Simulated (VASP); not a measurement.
Set up this calculation in VASP 6.6.1, as the native input.

```
Task                   : single point
Functional             : PBE
Potentials or basis    : VASP PAW PBE potentials, release 64 (Zn, Se, S)
Cutoff                 : 520 eV
k mesh                 : 12 × 12 × 4
Occupations            : gaussian, width 0.02 eV
Spin                   : no spin polarisation
Dipole correction      : no
Further INCAR settings : ALGO = Normal; EDIFF = 1e-06; NBANDS = 36
```

The structure of Zn3Se2S lies in POSCAR:

```
Zn3Se2S
1.0
    4.0637728605      0.0000000295      0.0000000000
   -2.0318864558      3.5193305177      0.0000000000
    0.0000000000      0.0000000000      9.9590407912
Zn Se S
3 2 1
Direct
    0.0000000000      0.0000000000      0.9907905103
    0.6666666667      0.3333333333      0.3331620184
    0.3333333333      0.6666666667      0.6756053401
    0.6666666667      0.3333333333      0.0795133105
    0.3333333333      0.6666666667      0.4212434653
    0.0000000000      0.0000000000      0.7496843554
```

One way to write it, as run:

INCAR

```
PREC = Accurate ; ENCUT = 520
EDIFF = 1E-6 ; ISMEAR = 0
SIGMA = 0.02 ; LREAL = F
LASPH = T ; NELM = 60
ALGO = Normal ; ISIF = 2
LWAVE = F ; LCHARG = F
GGA = PE ; NBANDS = 36
```

KPOINTS

```
regular mesh
0
Gamma
  12 12 4
```

Potentials or basis: VASP PAW PBE potentials, release 64 (Zn, Se, S).

Command:

```bash
$ cat potpaw_PBE.64/Zn/POTCAR potpaw_PBE.64/Se/POTCAR potpaw_PBE.64/S/POTCAR > POTCAR
$ mpirun -np 1 vasp_std > vasp.out
```

Results of the run:

- Pressure: -2.9 GPa
- Largest force: 0.010 eV/Å
- Band gap on the k mesh: 1.04 eV

It took 6.8 min on 1 thread of Oxide Virtual Turin-like Processor, with other jobs on the host, peak memory 0.42 GiB.
